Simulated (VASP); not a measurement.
Input of a VASP 6.6.1 run:

File POSCAR:

```
TiC
1.0
    0.0000000000      2.1364487848      2.1364487848
    2.1364487848      0.0000000000      2.1364487848
    2.1364487848      2.1364487848      0.0000000000
Ti C
1 1
Direct
    0.0000000000      0.0000000000      0.0000000000
    0.5000000000      0.5000000000      0.5000000000
```

Contents of INCAR.step1:

```
ALGO = Normal
EDIFF = 1E-5
ENCUT = 520
GGA = PE
ISIF = 2
ISMEAR = -1
LASPH = True
LCHARG = False
LREAL = False
LWAVE = True
NBANDS = 15
NELM = 60
PREC = Accurate
SIGMA = 0.05
```

INCAR.step2

```
ALGO = Normal
EDIFF = 1E-6
ENCUT = 520
GGA = PE
HFSCREEN = 0.2079
ISIF = 2
ISMEAR = -1
ISTART = 1
LASPH = True
LCHARG = False
LHFCALC = True
LREAL = False
LWAVE = False
NBANDS = 15
NELM = 60
PREC = Accurate
PRECFOCK = Normal
SIGMA = 0.05
```

Contents of KPOINTS:

```
k-points
0
Gamma
  6 6 6
```

Potentials or basis: VASP PAW PBE potentials, release 64 (Ti_sv, C).

Launch:

```console
$ cat potpaw_PBE.64/Ti_sv/POTCAR potpaw_PBE.64/C/POTCAR > POTCAR
$ cp INCAR.step1 INCAR
$ mpirun -np 1 vasp_std > vasp.out
$ cp INCAR.step2 INCAR
$ mpirun -np 1 vasp_std > vasp.out
```

Problem. Predict the band gap on the k mesh.

Solution. Zero (bands 8 and 9 overlap by 1.82 eV).

Problem. What does it give for the pressure?

Solution. 6.6 GPa.

Caveat: the k points lie up to 0.42 Å⁻¹ apart, too coarse for converged energies and pressures of a metal; the PAW data sets were made with another functional, which shifts forces and pressure a little.
